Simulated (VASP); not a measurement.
# GaBSb2: single point with r2SCAN

GaBSb2:

```
B Sb Ga
1.0
    -2.86412    2.86412    5.58145
     2.86412   -2.86412    5.58145
     2.86412    2.86412   -5.58145
B Sb Ga
2 4 2
Direct
  0.00000 0.00000 0.00000
  0.75000 0.25000 0.50000
  0.37500 0.32741 0.45241
  0.07741 0.62500 0.95241
  0.87500 0.92259 0.54759
  0.67259 0.12500 0.04759
  0.50000 0.50000 0.00000
  0.25000 0.75000 0.50000
```

```json
{
 "Program": "VASP 6.6.1",
 "Task": "single point",
 "Functional": "r2SCAN",
 "Potentials or basis": "VASP PAW PBE potentials, release 64 (B, Sb, Ga_d)",
 "Cutoff": "550 eV",
 "k mesh": "6 × 6 × 6",
 "Occupations": "gaussian, width 0.01 eV",
 "Spin": "no spin polarisation",
 "Dipole correction": "no",
 "Further INCAR settings": "ALGO = Normal; EDIFF = 1e-06; NBANDS = 36"
}
```

| Property | Result |
| --- | --- |
| Pressure | 0.2 GPa |
| Largest force | 0.022 eV/Å |
| Band gap on the k mesh | 0.55 eV (least direct gap 0.59 eV) |

Forces on the atoms (eV/Å):
```
B    0.000  0.000  0.000
B    0.000  0.000  0.000
Sb   0.022  0.000  0.000
Sb   0.000  0.022  0.000
Sb  -0.022  0.000  0.000
Sb   0.000 -0.022  0.000
Ga   0.000  0.000  0.000
Ga   0.000  0.000  0.000
```

Levels at points of the mesh, in eV from the valence-band top:
| k point | band 22 | band 23 | band 24 | band 25 | band 26 | band 27 | band 28 | band 29 | band 30 | band 31 |
| --- | --- | --- | --- | --- | --- | --- | --- | --- | --- | --- |
| (0.00, 0.00, 0.00) | -2.95 | -2.95 | -0.01 | 0.00 | 0.00 | 0.59 | 1.16 | 1.45 | 2.73 | 2.73 |
| (0.50, 0.00, 0.00) | -3.19 | -2.57 | -2.45 | -1.66 | -1.27 | 2.39 | 2.70 | 3.08 | 3.21 | 3.37 |
| (0.50, 0.50, 0.00) | -1.89 | -1.43 | -1.43 | -1.17 | -1.17 | 1.03 | 1.03 | 2.43 | 2.43 | 3.74 |
| (0.50, 0.50, 0.50) | -2.91 | -2.29 | -2.29 | -1.78 | -1.78 | 0.86 | 0.86 | 1.43 | 1.43 | 1.57 |

Wall time 32 min on 1 thread of Oxide Virtual Turin-like Processor, with other jobs on the host, peak memory 0.52 GiB.

Caveat: semilocal functionals underestimate gaps, and a narrow one can read as zero; the PAW data sets were made with another functional, which shifts forces and pressure a little; spin-orbit coupling is left out, which moves the levels of the heavy elements. A k mesh can miss the band edges.
